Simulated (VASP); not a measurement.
Runs of VASP 6.6.1 on ZrInS3. The structure is that of space group Pm-3m (No. 221), or close to it. The cells are those of the table. The cell was generated, and may not be a known phase.

```tsv
task	spin	cell	k mesh	cutoff (eV)	gap on the mesh (eV)	pressure (GPa)	moment (μB)
single point	off	a = 4.889 Å, 5 atoms	4 × 4 × 4	520	none	-0.1	-
relaxation of cell and atoms	off	relaxed from a = 5.013 Å, 5 atoms	4 × 4 × 4	600	-	0.0	-
single point	collinear	a = 4.900 Å, 5 atoms	8 × 8 × 8	520	none	-0.1	0.89
single point	collinear	a = 4.889 Å, 5 atoms	4 × 4 × 4	520	none	0.4	0.97
single point	off	a = 5.013 Å, 5 atoms	4 × 4 × 4	520	none	(a)	-
```

Alike in all rows: level PBE; potentials or basis VASP PAW PBE potentials, release 64 (Zr_sv, In_d, S); smearing gaussian 0.1 eV.

Q: Fill in the values left out.

A: (a) -4.7.

Caveats: spin-orbit coupling is left out, which moves the levels of the heavy elements; the highest band is partly filled, so the run has too few bands (at least some runs); the cell stands under tension (at least some runs).

A k mesh can miss the band edges, and the runs leave out spin-orbit coupling on In, Zr.

A gap of «none» marks levels without a gap at the run's occupations.
